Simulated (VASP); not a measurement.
# BN (F-43m) in VASP: single point with HSE06

Aim: the single point of BN with HSE06.

Program: VASP 6.6.1. These are calculated values, not measurements. Logs are shortened: lines on timing, memory, paths and dates and some standing lists are left out, and cuts for length are marked.

## Step 1: The cell of the first run

It takes space group F-43m (No. 216, cubic). Conventional cell: a = 3.574 Å, b = 3.574 Å, c = 3.574 Å, α = 90.00°, β = 90.00°, γ = 90.00°. Within 2.1 Å of B (site symmetry -43m) lie 4 N at 1.55 Å. N (site symmetry -43m) has 4 B at 1.55 Å within 2.1 Å.

## Step 2: Single point, HSE06 (strain -1.0%)

File POSCAR:

```
BN
1.0
    0.0000000000      1.7867772104      1.7867772104
    1.7867772104      0.0000000000      1.7867772104
    1.7867772104      1.7867772104      0.0000000000
B N
1 1
Direct
    0.0000000000      0.0000000000      0.0000000000
    0.2500000000      0.2500000000      0.2500000000
```

File INCAR.step1:

```
SYSTEM = BN
ALGO     = Normal         ! electronic algorithm
EDIFF    = 1E-5           ! SCF threshold, eV
ENCUT    = 520            ! plane-wave cutoff, eV
GGA      = PE             ! functional
ISIF     = 2              ! what is computed and relaxed
ISMEAR   = 0              ! smearing method
LASPH    = .True.         ! aspherical terms in the spheres
LCHARG   = .False.        ! write CHGCAR
LREAL    = .False.        ! projectors in reciprocal space
LWAVE    = .True.         ! write WAVECAR
NBANDS   = 11             ! bands
NELM     = 100            ! most SCF steps
PREC     = Accurate       ! precision mode
SIGMA    = 0.01           ! smearing width, eV
```

File INCAR.step2:

```
SYSTEM = BN
ALGO     = Normal         ! electronic algorithm
EDIFF    = 1E-6           ! SCF threshold, eV
ENCUT    = 520            ! plane-wave cutoff, eV
GGA      = PE             ! functional
HFSCREEN = 0.2079         ! screening, 1/A
ISIF     = 2              ! what is computed and relaxed
ISMEAR   = 0              ! smearing method
ISTART   = 1            
LASPH    = .True.         ! aspherical terms in the spheres
LCHARG   = .False.        ! write CHGCAR
LHFCALC  = .True.         ! exact exchange
LREAL    = .False.        ! projectors in reciprocal space
LWAVE    = .False.        ! write WAVECAR
NBANDS   = 11             ! bands
NELM     = 100            ! most SCF steps
PREC     = Accurate       ! precision mode
PRECFOCK = Normal       
SIGMA    = 0.01           ! smearing width, eV
```

File KPOINTS:

```
k-points
0
Gamma
  8 8 8
  0 0 0
```

Potentials or basis: VASP PAW PBE potentials, release 64 (B, N).

Run with:

```bash
$ cat potpaw_PBE.64/B/POTCAR potpaw_PBE.64/N/POTCAR > POTCAR
$ cp INCAR.step1 INCAR
$ mpirun -np 1 vasp_std > vasp.out
$ cp INCAR.step2 INCAR
$ mpirun -np 1 vasp_std > vasp.out
```

OUTCAR:

```text
SYSTEM = BN
   EDIFF = 1E-6
   ENCUT = 520
   GGA = PE
   HFSCREEN = 0.2079
   ISIF = 2
   ISMEAR = 0
   ISTART = 1
   LASPH = .True.
   LHFCALC = .True.
   LREAL = .False.
   NELM = 100
   PREC = Accurate
   PRECFOCK = Normal

 ion  position               nearest neighbor table
   1  0.000  0.000  0.000-   2 1.55   2 1.55   2 1.55   2 1.55
   2  0.250  0.250  0.250-   1 1.55   1 1.55   1 1.55   1 1.55

  LATTYP: Found a face centered cubic cell.
 ALAT       =     3.5735544208

  Lattice vectors:

 A1 = (   0.0000000000,   1.7867772104,   1.7867772104)
 A2 = (   1.7867772104,   0.0000000000,   1.7867772104)
 A3 = (   1.7867772104,   1.7867772104,   0.0000000000)

Analysis of symmetry for initial positions (statically):
=====================================================================
 Subroutine PRICEL returns:
 Original cell was already a primitive cell.

 Routine SETGRP: Setting up the symmetry group for a
 face centered cubic supercell.

 Subroutine GETGRP returns: Found 24 space group operations
 (whereof 24 operations were pure point group operations)
 out of a pool of 48 trial point group operations.

The static configuration has the point symmetry T_d .

Analysis of symmetry for dynamics (positions and initial velocities):
=====================================================================
 Subroutine PRICEL returns:
 Original cell was already a primitive cell.

 Routine SETGRP: Setting up the symmetry group for a
 face centered cubic supercell.

 Subroutine GETGRP returns: Found 24 space group operations
 (whereof 24 operations were pure point group operations)
 out of a pool of 48 trial point group operations.

The dynamic configuration has the point symmetry T_d .

 Subroutine INISYM returns: Found 24 space group operations
 (whereof 24 operations are pure point group operations),
 and found     1 'primitive' translations

----------------------------------------------------------------------------------------

                                     Primitive cell

  volume of cell :      11.4088

  direct lattice vectors                    reciprocal lattice vectors
     0.000000000  1.786777210  1.786777210    -0.279833433  0.279833433  0.279833433
     1.786777210  0.000000000  1.786777210     0.279833433 -0.279833433  0.279833433
     1.786777210  1.786777210  0.000000000     0.279833433  0.279833433 -0.279833433

  length of vectors
     2.526884564  2.526884564  2.526884564     0.484685723  0.484685723  0.484685723

  position of ions in fractional coordinates (direct lattice)
     0.000000000  0.000000000  0.000000000
     0.250000000  0.250000000  0.250000000

  ion indices of the primitive-cell ions
   primitive index   ion index
                 1           1
                 2           2

----------------------------------------------------------------------------------------

 KPOINTS: k-points

Automatic generation of k-mesh.
 Grid dimensions read from file:
 generate k-points for:    8    8    8

 Generating k-lattice:

  Cartesian coordinates                     Fractional coordinates (reciprocal lattice)
    -0.034979179  0.034979179  0.034979179     0.125000000  0.000000000  0.000000000
     0.034979179 -0.034979179  0.034979179     0.000000000  0.125000000  0.000000000
     0.034979179  0.034979179 -0.034979179     0.000000000  0.000000000  0.125000000

  Length of vectors
     0.060585715  0.060585715  0.060585715

  Shift w.r.t. Gamma in fractional coordinates (k-lattice)
     0.000000000  0.000000000  0.000000000

 Subroutine IBZKPT returns following result:
 ===========================================

 Found     29 irreducible k-points:

 Following reciprocal coordinates:
            Coordinates               Weight
  0.000000  0.000000  0.000000      1.000000
  0.125000  0.000000  0.000000      8.000000
  0.250000  0.000000  0.000000      8.000000
  0.375000  0.000000  0.000000      8.000000
  0.500000  0.000000  0.000000      4.000000
  0.125000  0.125000  0.000000      6.000000
[... 16 lines left out ...]
  0.500000  0.250000  0.125000     48.000000
 -0.375000  0.250000  0.125000     24.000000
 [... further k-points ...]
   k-points           NKPTS =     29   k-points in BZ     NKDIM =    512   number of bands    NBANDS=     11
   number of dos      NEDOS =    301   number of ions     NIONS =      2
   total plane-waves  NPLWV =   8000
   dimension x,y,z NGX =    20 NGY =   20 NGZ =   20
   dimension x,y,z NGXF=    40 NGYF=   40 NGZF=   40
   ions per type =               1   1
   NGX,Y,Z   is equivalent  to a cutoff of  13.16, 13.16, 13.16 a.u.
   NGXF,Y,Z  is equivalent  to a cutoff of  26.32, 26.32, 26.32 a.u.
 SYSTEM =  BN
   PREC   = accura    normal or accurate (medium, high low for compatibility)
   ISTART =      1    job   : 0-new  1-cont  2-samecut
   ICHARG =      0    charge: 1-file 2-atom 10-const
   ISPIN  =      1    spin polarized calculation?
   LNONCOLLINEAR =      F non collinear calculations
   LSORBIT =      F    spin-orbit coupling
   LASPH  =      T    aspherical Exc in radial PAW
   ENCUT  =  520.0 eV  38.22 Ry    6.18 a.u.   4.70  4.70  4.70*2*pi/ulx,y,z
   NELM   =    100;   NELMIN=  2; NELMDL=  0     # of ELM steps
   EDIFF  = 0.1E-05   stopping-criterion for ELM
   LREAL  =      F    real-space projection
   EDIFFG = 0.1E-04   stopping-criterion for IOM
   NSW    =      0    number of steps for IOM
   IBRION =     -1    ionic relax: 0-MD 1-quasi-New 2-CG
   NFREE  =      0    steps in history (QN), initial steepest desc. (CG)
   ISIF   =      2    stress and relaxation
   ISYM   =      3    0-nonsym 1-usesym 2-fastsym
   POTIM  = 0.5000    time-step for ionic-motion
   TEBEG  =    0.0;   TEEND  =   0.0 temperature during run
   PSTRESS=    0.0 pullay stress
   NELECT =       8.0000    total number of electrons
   NUPDOWN=      -1.0000    fix difference up-down
   EMIN   =  10.00;   EMAX   =-10.00  energy-range for DOS
   EFERMI =   0.00;   METHOD = LEGACY
   ISMEAR =     0;   SIGMA  =   0.01  broadening in eV -4-tet -1-fermi 0-gaus
   EFERMI_NEDOS =   21; number of points for ismear=-14 and -15
   IALGO  =     38    algorithm
   IMIX   =      1    mixing-type and parameters
     AMIX     =   0.40;   BMIX     =  1.00
     AMIX_MAG =   1.60;   BMIX_MAG =  1.00
  volume/ion in A,a.u.               =       5.70        38.50
  Fermi-wavevector in a.u.,A,eV,Ry     =   1.454424  2.748463 28.781080  2.115350
  Thomas-Fermi vector in A             =   2.571576
   LORBIT       =      0    0 simple, 1 ext, 2 COOP (PROOUT), +10 PAW based schemes
   GGA     = PE    functional components
   LHFCALC =     T    Hartree Fock is set to
   PRECFOCK=normal    Normal, Fast or Accurate (Low or Medium for compatibility)
   ENCUT4O =  -1.0   cutoff for four orbital integrals eV
   NKREDX  =     1    reduce k-point grid by
   NKREDY  =     1    reduce k-point grid by
   NKREDZ  =     1    reduce k-point grid by
   AEXX    =    0.2500 exact exchange contribution
   HFSCREEN=    0.2079 screening length (either q_TF or 0.3 A-1)
   HFSCREENC=   0.2079 screening length for correlation (either q_TF or 0.3 A-1)
   ENCUTFOCK=  -1.0 apply spherical cutoff to Coloumb kernel
   IVDW    =     0    specifies the selected vdW correction
   LEPSILON=     F    determine dielectric tensor
   LRPA    =     F    only Hartree local field effects (RPA)
 non-spin polarized calculation
 Gauss-broadening in eV      SIGMA  =   0.01
  energy-cutoff  :      520.00
  volume of cell :       11.41
 maximum number of plane-waves:       331
  NGX = 16; NGY = 16; NGZ = 16

 number of electron       7.9999998 magnetization

 Free energy of the ion-electron system (eV)
  ---------------------------------------------------
  ext. energy  EPLUGINS =         0.00000000
  ---------------------------------------------------
  free energy    TOTEN  =       -20.32203254 eV

  energy without entropy =      -20.32203254  energy(sigma->0) =      -20.32203254

 E-fermi :   7.0429     XC(G=0): -10.6204

 val. band max:        6.9689106298   @ k =   0.0000   0.0000   0.0000
 cond. band min:      12.7874912217   @ k =   0.5000   0.5000   0.0000
 fundamental gap:      5.8185805919
 Fermi energy:         7.0428789959

 k-point     1 :       0.0000    0.0000    0.0000
  band No.  band energies     occupation
      1     -15.5536      2.00000
      2       6.9689      2.00000
      3       6.9689      2.00000
      4       6.9689      2.00000
      5      17.6998      0.00000
      6      17.6998      0.00000
      7      17.6998      0.00000
      8      19.6977      0.00000
      9      34.3822      0.00000
     10      37.1757      0.00000
     11      37.1757      0.00000

 k-point     2 :       0.1250    0.0000    0.0000
  band No.  band energies     occupation
      1     -15.1337      2.00000
      2       4.8980      2.00000
      3       6.5484      2.00000
      4       6.5484      2.00000
      5      18.1428      0.00000
      6      18.3364      0.00000
      7      18.3364      0.00000
      8      20.9507      0.00000
      9      33.7183      0.00000
     10      33.8434      0.00000
     11      33.8434      0.00000

 k-point     3 :       0.2500    0.0000    0.0000
  band No.  band energies     occupation
      1     -13.9134      2.00000
      2       0.8632      2.00000
      3       5.7123      2.00000
      4       5.7123      2.00000
      5      18.7013      0.00000
      6      19.3727      0.00000
      7      19.3727      0.00000
      8      23.1043      0.00000
      9      32.7839      0.00000
     10      32.7839      0.00000
     11      32.7927      0.00000
[... 267 lines left out ...]
 k-point    23 :       0.5000    0.2500    0.1250
  band No.  band energies     occupation
      1     -11.1777      2.00000
      2      -2.2215      2.00000
      3       1.6560      2.00000
      4       3.6775      2.00000
      5      18.2057      0.00000
      6      20.4402      0.00000
      7      23.2851      0.00000
      8      24.1120      0.00000
      9      29.6326      0.00000
     10      34.9305      0.00000
     11      37.4543      0.00000

 k-point    24 :      -0.3750    0.2500    0.1250
  band No.  band energies     occupation
      1     -10.0676      2.00000
      2      -3.8845      2.00000
      3       1.5738      2.00000
      4       3.1141      2.00000
      5      18.3439      0.00000
      6      20.3081      0.00000
      7      23.9981      0.00000
      8      25.4774      0.00000
      9      28.8079      0.00000
     10      35.7850      0.00000
     11      37.3790      0.00000

 [... further k-points ...]

------------------------ aborting loop because EDIFF is reached ----------------------------------------

  FORCE on cell =-STRESS in cart. coord.  units (eV):
  Direction    XX          YY          ZZ          XY          YZ          ZX
  --------------------------------------------------------------------------------------
  -------------------------------------------------------------------------------------
  Total        0.6076021      0.6076021      0.6076021     -0.0000000     -0.0000000      0.0000000
  in kB       85.3274260     85.3274260     85.3274260     -0.0000000     -0.0000000      0.0000000
  external PRESSURE =      85.3274260 kB  Pullay stress =       0.0000000 kB

 VOLUME and BASIS-vectors are now :
 -----------------------------------------------------------------------------
  energy-cutoff  :      520.00
  volume of cell :       11.41
      direct lattice vectors                 reciprocal lattice vectors
     0.000000000  1.786777210  1.786777210    -0.279833433  0.279833433  0.279833433
     1.786777210  0.000000000  1.786777210     0.279833433 -0.279833433  0.279833433
     1.786777210  1.786777210  0.000000000     0.279833433  0.279833433 -0.279833433

 POSITION                                       TOTAL-FORCE (eV/Angst)
 -----------------------------------------------------------------------------------
      0.00000      0.00000      0.00000        -0.000000     -0.000000     -0.000000
      0.89339      0.89339      0.89339         0.000000      0.000000      0.000000
 -----------------------------------------------------------------------------------
    total drift:                                0.000000     -0.000000      0.000000

  FREE ENERGIE OF THE ION-ELECTRON SYSTEM (eV)
  ---------------------------------------------------
  free  energy   TOTEN  =       -20.3220325409 eV

  energy  without entropy=      -20.3220325409  energy(sigma->0) =      -20.32203254
```

Wall time 9.5 min (1 thread of Oxide Virtual Turin-like, shared host); peak memory 0.2 GiB.

What came out:

```yaml
Free_energy: -20.3220 eV
Pressure: 8.5 GPa
Band_gap_on_the_k_mesh: 5.82 eV (least direct gap 10.73 eV)
```

Levels at points of the mesh, in eV from the valence-band top:
| k point | band 1 | band 2 | band 3 | band 4 | band 5 | band 6 | band 7 | band 8 | band 9 |
| --- | --- | --- | --- | --- | --- | --- | --- | --- | --- |
| (0.00, 0.00, 0.00) | -22.52 | 0.00 | 0.00 | 0.00 | 10.73 | 10.73 | 10.73 | 12.73 | 27.41 |
| (0.50, 0.00, 0.00) | -17.82 | -11.97 | -2.17 | -2.17 | 12.32 | 12.71 | 12.71 | 17.74 | 26.11 |
| (0.50, 0.50, 0.00) | -16.29 | -10.01 | -5.50 | -5.50 | 5.82 | 10.94 | 21.02 | 21.02 | 23.89 |

Caveat: the cell differs from its parent crystal (strain -1.0%); the cell stands under pressure; the PAW data sets were made with another functional, which shifts forces and pressure a little.
